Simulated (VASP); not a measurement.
# Te: single point with PBE-based screened hybrid

The system is Te.

```
CELL_PARAMETERS angstrom
4.45400 0.00000 0.00000
-2.22700 3.85728 0.00000
0.00000 0.00000 5.92400
ATOMIC_POSITIONS crystal
Te 0.73100 0.73100 0.00000
Te 0.00000 0.26900 0.66667
Te 0.26900 0.00000 0.33333
```

```yaml
Program: VASP 6.6.1
Task: single point
Functional: PBE-based screened hybrid
Potentials_or_basis: VASP PAW PBE potentials, release 64 (Te)
Cutoff: 520 eV
k_mesh: 4 × 4 × 3
Occupations: fermi-dirac, width 0.05 eV
Spin: no spin polarisation
```

The pressure is -0.8 GPa. The largest force is 0.371 eV/Å and the band gap on the k mesh is 1.38 eV, indirect (least direct gap 1.58 eV).

Forces on the atoms (eV/Å):
```
Te   0.185  0.321  0.000
Te   0.185 -0.321  0.000
Te  -0.371  0.000  0.000
```

Stress tensor (GPa, compression positive):
```
-0.34  0.00  0.00
 0.00 -0.34  0.00
 0.00  0.00 -1.65
```

Levels at points of the mesh, in eV from the valence-band top:
| k point | band 6 | band 7 | band 8 | band 9 | band 10 | band 11 | band 12 | band 13 |
| --- | --- | --- | --- | --- | --- | --- | --- | --- |
| (0.00, 0.00, 0.00) | -2.67 | -1.62 | -1.62 | -0.72 | 1.92 | 1.92 | 2.62 | 6.03 |
| (0.50, 0.00, 0.00) | -3.73 | -3.65 | -0.83 | -0.64 | 1.71 | 1.80 | 3.90 | 4.93 |

Wall time 15 min on 1 thread of Intel(R) Xeon(R) Platinum 8375C CPU @ 2.90GHz (Ice Lake), with other jobs on the host, peak memory 0.35 GiB.

Caveat: the PAW data sets were made with another functional, which shifts forces and pressure a little; spin-orbit coupling is left out, which moves the levels of the heavy elements. A k mesh can miss the band edges.
